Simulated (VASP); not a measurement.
# MgTiC4N4 (P-43m) in VASP: single point with PBE

Aim: the single point of MgTiC4N4 with PBE.

Everything below comes from runs of VASP 6.6.1. Logs are shortened: lines on timing, memory, paths and dates and some standing lists are left out, and cuts for length are marked.

## (1) The cell of the first run

The structure is cubic, space group P-43m (No. 215). The conventional cell has a = 5.981 Å, b = 5.981 Å, c = 5.981 Å, α = 90.00°, β = 90.00°, γ = 90.00°. Within 2.6 Å of Mg (site symmetry -43m) lie 4 C at 1.98 Å. Within 2.7 Å of Ti (site symmetry -43m) lie 4 N at 2.03 Å. C (site symmetry 3m) has 1 N at 1.17 Å within 1.6 Å. N (site symmetry 3m) has 1 C at 1.17 Å within 1.6 Å.

## (2) Single point, PBE, collinear spin

INCAR

```
SYSTEM = MgTiC4N4
PREC = Accurate ; ENCUT = 840
EDIFF = 1E-6 ; ISMEAR = 0
SIGMA = 0.1 ; LREAL = .FALSE.
LASPH = .TRUE. ; NELM = 200
ALGO = Normal ; ISIF = 2
LWAVE = .FALSE. ; LCHARG = .FALSE.
ISPIN = 2 ; MAGMOM = 0 1 0 0 0 0 0 0 0 0
LORBIT = 11 ; LMAXMIX = 4
GGA = PE ; NBANDS = 44
GGA_COMPAT = .FALSE.
```

KPOINTS

```
regular mesh
0
G
  4 4 4
  0 0 0
```

POSCAR

```
MgTiC4N4
1.0
    5.9813487900      0.0000000000      0.0000000000
    0.0000000000      5.9813487900      0.0000000000
    0.0000000000      0.0000000000      5.9813487900
Mg Ti C N
1 1 4 4
Direct
    0.0000000000      0.0000000000      0.0000000000
    0.5000000000      0.5000000000      0.5000000000
    0.1911196900      0.1911196900      0.1911196900
    0.1911196900      0.8088803100      0.8088803100
    0.8088803100      0.1911196900      0.8088803100
    0.8088803100      0.8088803100      0.1911196900
    0.3040540500      0.3040540500      0.3040540500
    0.3040540500      0.6959459500      0.6959459500
    0.6959459500      0.3040540500      0.6959459500
    0.6959459500      0.6959459500      0.3040540500
```

Potentials or basis: VASP PAW PBE potentials, release 64 (Mg_sv, Ti_sv, C, N).

The run is started by

```
cat potpaw_PBE.64/Mg_sv/POTCAR potpaw_PBE.64/Ti_sv/POTCAR potpaw_PBE.64/C/POTCAR potpaw_PBE.64/N/POTCAR > POTCAR
mpirun -np 1 vasp_std > vasp.out
```

OUTCAR:

```text
SYSTEM = MgTiC4N4
   PREC = Accurate
   ENCUT = 840
   EDIFF = 1E-6
   ISMEAR = 0
   LREAL = .FALSE.
   LASPH = .TRUE.
   NELM = 200
   ISIF = 2
   ISPIN = 2
   LORBIT = 11
   GGA = PE

 ion  position               nearest neighbor table
   1  0.000  0.000  0.000-   3 1.98   4 1.98   5 1.98   6 1.98
   2  0.500  0.500  0.500-   7 2.03   8 2.03   9 2.03  10 2.03
   3  0.191  0.191  0.191-   7 1.17   1 1.98
   4  0.191  0.809  0.809-   8 1.17   1 1.98
   5  0.809  0.191  0.809-   9 1.17   1 1.98
   6  0.809  0.809  0.191-  10 1.17   1 1.98
   7  0.304  0.304  0.304-   3 1.17   2 2.03
   8  0.304  0.696  0.696-   4 1.17   2 2.03
   9  0.696  0.304  0.696-   5 1.17   2 2.03
  10  0.696  0.696  0.304-   6 1.17   2 2.03

  LATTYP: Found a simple cubic cell.
 ALAT       =     5.9813487900

  Lattice vectors:

 A1 = (   5.9813487900,   0.0000000000,   0.0000000000)
 A2 = (   0.0000000000,   5.9813487900,   0.0000000000)
 A3 = (   0.0000000000,   0.0000000000,   5.9813487900)

Analysis of symmetry for initial positions (statically):
=====================================================================
 Subroutine PRICEL returns:
 Original cell was already a primitive cell.

 Routine SETGRP: Setting up the symmetry group for a
 simple cubic supercell.

 Subroutine GETGRP returns: Found 24 space group operations
 (whereof 24 operations were pure point group operations)
 out of a pool of 48 trial point group operations.

The static configuration has the point symmetry T_d .

Analysis of symmetry for dynamics (positions and initial velocities):
=====================================================================
 Subroutine PRICEL returns:
 Original cell was already a primitive cell.

 Routine SETGRP: Setting up the symmetry group for a
 simple cubic supercell.

 Subroutine GETGRP returns: Found 24 space group operations
 (whereof 24 operations were pure point group operations)
 out of a pool of 48 trial point group operations.

The dynamic configuration has the point symmetry T_d .

Analysis of structural, dynamic, and magnetic symmetry:
=====================================================================
 Subroutine PRICEL returns:
 Original cell was already a primitive cell.

 Routine SETGRP: Setting up the symmetry group for a
 simple cubic supercell.

 Subroutine GETGRP returns: Found 24 space group operations
 (whereof 24 operations were pure point group operations)
 out of a pool of 48 trial point group operations.

The overall configuration has the point symmetry T_d .

 Subroutine INISYM returns: Found 24 space group operations
 (whereof 24 operations are pure point group operations),
 and found     1 'primitive' translations

----------------------------------------------------------------------------------------

                                     Primitive cell

  volume of cell :     213.9919

  direct lattice vectors                    reciprocal lattice vectors
     5.981348790  0.000000000  0.000000000     0.167186371  0.000000000  0.000000000
     0.000000000  5.981348790  0.000000000     0.000000000  0.167186371  0.000000000
     0.000000000  0.000000000  5.981348790     0.000000000  0.000000000  0.167186371

  length of vectors
     5.981348790  5.981348790  5.981348790     0.167186371  0.167186371  0.167186371

  position of ions in fractional coordinates (direct lattice)
     0.000000000  0.000000000  0.000000000
     0.500000000  0.500000000  0.500000000
     0.191119690  0.191119690  0.191119690
     0.191119690  0.808880310  0.808880310
     0.808880310  0.191119690  0.808880310
     0.808880310  0.808880310  0.191119690
     0.304054050  0.304054050  0.304054050
     0.304054050  0.695945950  0.695945950
     0.695945950  0.304054050  0.695945950
     0.695945950  0.695945950  0.304054050

  ion indices of the primitive-cell ions
   primitive index   ion index
                 1           1
                 2           2
                 3           3
                 4           4
                 5           5
                 6           6
                 7           7
                 8           8
                 9           9
                10          10

[... 46 lines left out ...]
 SYSTEM =  MgTiC4N4
   PREC   = accura    normal or accurate (medium, high low for compatibility)
   ISTART =      0    job   : 0-new  1-cont  2-samecut
   ICHARG =      2    charge: 1-file 2-atom 10-const
   ISPIN  =      2    spin polarized calculation?
   LNONCOLLINEAR =      F non collinear calculations
   LSORBIT =      F    spin-orbit coupling
   LASPH  =      T    aspherical Exc in radial PAW
   ENCUT  =  840.0 eV  61.74 Ry    7.86 a.u.  14.13 14.13 14.13*2*pi/ulx,y,z
   NELM   =    200;   NELMIN=  2; NELMDL= -5     # of ELM steps
   EDIFF  = 0.1E-05   stopping-criterion for ELM
   LREAL  =      F    real-space projection
   EDIFFG = 0.1E-04   stopping-criterion for IOM
   NSW    =      0    number of steps for IOM
   IBRION =     -1    ionic relax: 0-MD 1-quasi-New 2-CG
   NFREE  =      0    steps in history (QN), initial steepest desc. (CG)
   ISIF   =      2    stress and relaxation
   ISYM   =      2    0-nonsym 1-usesym 2-fastsym
   POTIM  = 0.5000    time-step for ionic-motion
   TEBEG  =    0.0;   TEEND  =   0.0 temperature during run
   PSTRESS=    0.0 pullay stress
   NELECT =      58.0000    total number of electrons
   NUPDOWN=      -1.0000    fix difference up-down
   EMIN   =  10.00;   EMAX   =-10.00  energy-range for DOS
   EFERMI =   0.00;   METHOD = LEGACY
   ISMEAR =     0;   SIGMA  =   0.10  broadening in eV -4-tet -1-fermi 0-gaus
   EFERMI_NEDOS =   21; number of points for ismear=-14 and -15
   IALGO  =     38    algorithm
   IMIX   =      4    mixing-type and parameters
     AMIX     =   0.40;   BMIX     =  1.00
     AMIX_MAG =   1.60;   BMIX_MAG =  1.00
  volume/ion in A,a.u.               =      21.40       144.41
  Fermi-wavevector in a.u.,A,eV,Ry     =   1.059461  2.002091 15.271967  1.122458
  Thomas-Fermi vector in A             =   2.194807
   LORBIT       =     11    0 simple, 1 ext, 2 COOP (PROOUT), +10 PAW based schemes
   GGA     = PE    functional components
   LHFCALC =     F    Hartree Fock is set to
   AEXX    =    0.0000 exact exchange contribution
   IVDW    =     0    specifies the selected vdW correction
   LEPSILON=     F    determine dielectric tensor
   LRPA    =     F    only Hartree local field effects (RPA)
 spin polarized calculation
 Gauss-broadening in eV      SIGMA  =   0.10
  energy-cutoff  :      840.00
  volume of cell :      213.99
 maximum number of plane-waves:     11872
 NGX is ok and might be reduce to    60
   NGX = 29   NGY = 29   NGZ = 29

 number of electron      57.9999981 magnetization       1.9998442

 Free energy of the ion-electron system (eV)
  ---------------------------------------------------
  ext. energy  EPLUGINS =         0.00000000
  ---------------------------------------------------
  free energy    TOTEN  =       -78.35677888 eV

  energy without entropy =      -78.35677770  energy(sigma->0) =      -78.35677829

 E-fermi :   0.8004     XC(G=0):  -6.8765

 val. band max:        0.5202518588   @ k =   0.5000   0.0000   0.0000
 cond. band min:       1.0782187857   @ k =   0.0000   0.0000   0.0000
 fundamental gap:      0.5579669269
 Fermi energy:         0.8003778493

 spin component 1

 k-point     1 :       0.0000    0.0000    0.0000
  band No.  band energies     occupation
      1     -74.0204      1.00000
      2     -57.2001      1.00000
      3     -40.7857      1.00000
      4     -40.7857      1.00000
      5     -40.7857      1.00000
      6     -33.5292      1.00000
[... 429 lines left out ...]
     40       4.3563      0.00000
     41       4.3563      0.00000
 Fermi energy:         0.8003778493

 spin component 2

 k-point     1 :       0.0000    0.0000    0.0000
  band No.  band energies     occupation
      1     -74.0210      1.00000
      2     -55.9634      1.00000
      3     -40.7865      1.00000
      4     -40.7865      1.00000
      5     -40.7865      1.00000
      6     -32.2955      1.00000
[... 429 lines left out ...]
     40       4.6696      0.00000
     41       4.6696      0.00000
 [bands above 41 left out]

------------------------ aborting loop because EDIFF is reached ----------------------------------------

  FORCE on cell =-STRESS in cart. coord.  units (eV):
  Direction    XX          YY          ZZ          XY          YZ          ZX
  --------------------------------------------------------------------------------------
  -------------------------------------------------------------------------------------
  Total        7.5628959      7.5628959      7.5628959      0.0000000      0.0000000     -0.0000000
  in kB       56.6241009     56.6241009     56.6241009      0.0000000      0.0000000     -0.0000000
  external PRESSURE =      56.6241009 kB  Pullay stress =       0.0000000 kB

 VOLUME and BASIS-vectors are now :
 -----------------------------------------------------------------------------
  energy-cutoff  :      840.00
  volume of cell :      213.99
      direct lattice vectors                 reciprocal lattice vectors
     5.981348790  0.000000000  0.000000000     0.167186371  0.000000000  0.000000000
     0.000000000  5.981348790  0.000000000     0.000000000  0.167186371  0.000000000
     0.000000000  0.000000000  5.981348790     0.000000000  0.000000000  0.167186371

 POSITION                                       TOTAL-FORCE (eV/Angst)
 -----------------------------------------------------------------------------------
      0.00000      0.00000      0.00000        -0.000000      0.000000      0.000000
      2.99067      2.99067      2.99067        -0.000000      0.000000      0.000000
      1.14315      1.14315      1.14315         0.779854      0.779854      0.779854
      1.14315      4.83820      4.83820         0.779854     -0.779854     -0.779854
      4.83820      1.14315      4.83820        -0.779854      0.779854     -0.779854
      4.83820      4.83820      1.14315        -0.779854     -0.779854      0.779854
      1.81865      1.81865      1.81865         0.440566      0.440566      0.440566
      1.81865      4.16270      4.16270         0.440566     -0.440566     -0.440566
      4.16270      1.81865      4.16270        -0.440566      0.440566     -0.440566
      4.16270      4.16270      1.81865        -0.440566     -0.440566      0.440566
 -----------------------------------------------------------------------------------
    total drift:                                0.000000      0.000000     -0.000000

  FREE ENERGIE OF THE ION-ELECTRON SYSTEM (eV)
  ---------------------------------------------------
  free  energy   TOTEN  =       -78.3567788791 eV

  energy  without entropy=      -78.3567776964  energy(sigma->0) =      -78.35677829

 total charge

# of ion       s       p       d       tot
------------------------------------------
    1        2.106   6.054   0.040   8.200
    2        2.170   6.134   1.981  10.285
    3        0.984   1.631   0.000   2.615
    4        0.984   1.631   0.000   2.615
    5        0.984   1.631   0.000   2.615
    6        0.984   1.631   0.000   2.615
    7        1.305   2.587   0.000   3.892
    8        1.305   2.587   0.000   3.892
    9        1.305   2.587   0.000   3.892
   10        1.305   2.587   0.000   3.892
--------------------------------------------------
tot         13.430  29.063   2.022  44.514

 magnetization (x)

# of ion       s       p       d       tot
------------------------------------------
    1       -0.001  -0.001   0.002   0.000
    2        0.009   0.008   1.287   1.304
    3        0.004   0.067   0.000   0.070
    4        0.004   0.067   0.000   0.070
    5        0.004   0.067   0.000   0.070
    6        0.004   0.067   0.000   0.070
    7       -0.004  -0.031   0.000  -0.036
    8       -0.004  -0.031   0.000  -0.036
    9       -0.004  -0.031   0.000  -0.036
   10       -0.004  -0.031   0.000  -0.036
--------------------------------------------------
tot          0.005   0.149   1.289   1.442
```

Wall time 8.7 min (1 thread of Intel Xeon Platinum 8259CL at 2.50GHz (Skylake/Cascade Lake), shared host); peak memory 0.85 GiB.

Results:

- Free energy: -78.3568 eV
- Pressure: 5.7 GPa
- Largest force: 1.351 eV/Å
- Band gap on the k mesh: 0.56 eV (least direct gap 0.84 eV)
- Net moment: 2.00 μB per cell
- Site moments: Mg +0.00; Ti +1.30; C +0.07; N -0.04 μB
- Valence electrons inside the program's atomic spheres: Mg 8.20; Ti 10.29; C 2.62; N 3.89

Forces in eV/Å, atoms in the order of the input:
```
Mg   0.000  0.000  0.000
Ti   0.000  0.000  0.000
C    0.780  0.780  0.780
C    0.780 -0.780 -0.780
C   -0.780  0.780 -0.780
C   -0.780 -0.780  0.780
N    0.441  0.441  0.441
N    0.441 -0.441 -0.441
N   -0.441  0.441 -0.441
N   -0.441 -0.441  0.441
```

Levels at points of the mesh, in eV from the valence-band top:
Spin up:
```tsv
k point	band 26	band 27	band 28	band 29	band 30	band 31	band 32	band 33	band 34	band 35
(0.00, 0.00, 0.00)	-4.70	-4.70	-4.70	-0.28	-0.28	0.56	0.56	0.56	3.25	3.25
(0.50, 0.00, 0.00)	-4.85	-4.71	-4.71	-0.30	0.00	0.94	1.04	1.04	2.51	2.58
(0.50, 0.50, 0.00)	-4.93	-4.70	-4.70	-0.26	-0.03	0.90	1.33	1.33	2.33	2.33
(0.50, 0.50, 0.50)	-4.79	-4.79	-4.79	-0.25	-0.25	0.99	0.99	0.99	3.16	3.16
```
Spin down:
```csv
k point,band 26,band 27,band 28,band 29,band 30,band 31
"(0.00, 0.00, 0.00)",-4.60,-4.60,-4.60,0.91,0.91,0.91
"(0.50, 0.00, 0.00)",-4.72,-4.61,-4.61,0.87,1.35,1.41
"(0.50, 0.50, 0.00)",-4.80,-4.60,-4.60,0.94,1.30,1.43
"(0.50, 0.50, 0.50)",-4.68,-4.68,-4.68,1.00,1.00,1.40
```

Caveat: the cell stands under pressure; forces of over 1 eV/Å act on the atoms, so gaps and moduli don't describe the material at rest. A k mesh can miss the band edges.
